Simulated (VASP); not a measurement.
A run of VASP 6.6.1 is set up as follows.

The input INCAR:

```
ALGO     = Fast           # electronic algorithm
EDIFF    = 1E-7           # SCF threshold, eV
ENCUT    = 520            # plane-wave cutoff, eV
GGA      = PS             # functional
ISIF     = 2              # what is computed and relaxed
ISMEAR   = 0              # smearing method
LASPH    = True           # aspherical terms in the spheres
LCHARG   = False          # write CHGCAR
LREAL    = False          # projectors in reciprocal space
LWAVE    = False          # write WAVECAR
NBANDS   = 16             # bands
NELM     = 60             # most SCF steps
PREC     = Accurate       # precision mode
SIGMA    = 0.1            # smearing width, eV
```

Contents of KPOINTS:

```
k-points
0
Gamma
  12 12 12
```

File POSCAR:

```
AlRu
1.0
    2.9916000000      0.0000000000      0.0000000000
    0.0000000000      2.9916000000      0.0000000000
    0.0000000000      0.0000000000      2.9916000000
Al Ru
1 1
Direct
    0.0000000000      0.0000000000      0.0000000000
    0.5155702634      0.5065583634      0.5248930338
```

Potentials or basis: VASP PAW PBE potentials, release 64 (Al, Ru_pv).

Launch:

```console
$ cat potpaw_PBE.64/Al/POTCAR potpaw_PBE.64/Ru_pv/POTCAR > POTCAR
$ mpirun -np 1 vasp_std > vasp.out
```

Question: What does it give for the pressure?

Answer: -2.7 GPa.

Question: Estimate the band gap on the k mesh.

Answer: Zero (an odd number of electrons rules out a gap without spin polarisation).

Question: Predict the largest force.

Answer: 0.698 eV/Å.

Stress tensor (GPa, compression positive):
```
-2.69  0.14  0.54
 0.14 -2.55  0.23
 0.54  0.23 -2.93
```

Caveat: the cell differs from its parent crystal (one atom moved); the PAW data sets were made with another functional, which shifts forces and pressure a little.
